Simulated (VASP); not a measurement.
CdTe:

```
CELL_PARAMETERS angstrom
0.00000 3.44395 3.04502
3.44395 0.00000 3.04502
3.44395 3.44395 0.00000
ATOMIC_POSITIONS crystal
Cd 0.00000 0.00000 0.00000
Te 0.25000 0.25000 0.25000
```

This cell differs from its parent crystal: epitaxial xy strain +5.0%.

Base run:

- Program: VASP 6.6.1
- Functional: PBE
- Potentials or basis: VASP PAW PBE potentials, release 64 (Cd, Te)
- Cutoff: 520 eV
- k mesh: 4 × 4 × 4
- Occupations: gaussian, width 0.01 eV
- Spin: no spin polarisation

Its results: band gap on the k mesh 0.33 eV, direct; pressure 0.2 GPa.

**Question.** The run is repeated on the same cell with these changes: functional from PBE to r2SCAN; k mesh from 4 × 4 × 4 to 6 × 6 × 6. What comes out?

**Answer.** Band gap on the k mesh 0.83 eV, direct; pressure -1.1 GPa.

Several settings changed at once, so the effect can't be laid on one alone.

Caveats: spin-orbit coupling is left out, which moves the levels of the heavy elements; the PAW data sets were made with another functional, which shifts forces and pressure a little (some runs).

